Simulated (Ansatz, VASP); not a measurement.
## Two plane-wave programs on MgO

Contents of INCAR:

```
SYSTEM = MgO
PREC     = Accurate       ! precision mode
ENCUT    = 600            ! plane-wave cutoff, eV
EDIFF    = 1E-7           ! SCF threshold, eV
ISMEAR   = 0              ! smearing method
SIGMA    = 0.02           ! smearing width, eV
LREAL    = .FALSE.        ! projectors in reciprocal space
LASPH    = .TRUE.         ! aspherical terms in the spheres
NELM     = 120            ! most SCF steps
ALGO     = Normal         ! electronic algorithm
ISIF     = 3              ! what is computed and relaxed
LWAVE    = .FALSE.        ! write WAVECAR
LCHARG   = .FALSE.        ! write CHGCAR
GGA      = PE             ! functional
IBRION   = 2              ! ionic algorithm
NSW      = 100            ! ionic steps
EDIFFG   = -0.002         ! ionic threshold
GGA_COMPAT= .FALSE.      
NELMIN   = 4
```

The input KPOINTS:

```
regular mesh
0
G
  10 10 10
  0 0 0
```

Contents of POSCAR:

```
MgO
1.0
    0.0000000000      2.1100000000      2.1100000000
    2.1100000000      0.0000000000      2.1100000000
    2.1100000000      2.1100000000      0.0000000000
Mg O
1 1
Direct
    0.0000000000      0.0000000000      0.0000000000
    0.5000000000      0.5000000000      0.5000000000
```

Input for Ansatz:

```yaml
crystal:
  lattice:
    - [0.0, 2.11, 2.11]
    - [2.11, 0.0, 2.11]
    - [2.11, 2.11, 0.0]
  atoms:
    - { symbol: Mg, position: [0.0, 0.0, 0.0] }
    - { symbol: O, position: [0.5, 0.5, 0.5] }
basis:
  ecutwfc: 420
kpoints:
  mp_grid: { grid: [10, 10, 10] }
hamiltonian:
  xc: pbe
  pseudopotentials: { kind: paw, azcp: { folder: soft_1 } }
scf:
  occupations: { method: gaussian, width: 0.02 }
output:
  forces: true
  stress: true
  eigenvalues: true
relax:
  adjacent_minimum: "off"
  f_tol: 0.002
  max_steps: 80
  cell: { stress_tol: 0.02 }
```

Alike in both runs: task relaxation of cell and atoms; functional PBE; k mesh 10 × 10 × 10; occupations gaussian, width 0.02 eV; no spin polarisation.

```csv
,VASP,Ansatz
version,VASP 6.6.1,Ansatz 0.2.0
potentials or method,"VASP PAW PBE potentials, release 64 (Mg, O), cutoff 600 eV","scalar-relativistic, plane waves, PAW"
valence electrons in the cell,8,16
```

```csv
,VASP,Ansatz,Ansatz less VASP
"gap on the k mesh at the Fermi level, each at its own relaxed structure (eV)",4.50,4.46,-0.045
relaxed volume (Å³/atom),9.56,9.63,+0.065
relaxed cell length with the largest relative difference (Å),3.002,3.008,+0.0068
```

VASP's potentials hold 8 valence electrons a cell and Ansatz's 16, so a difference there can come from the potentials and not from the codes.
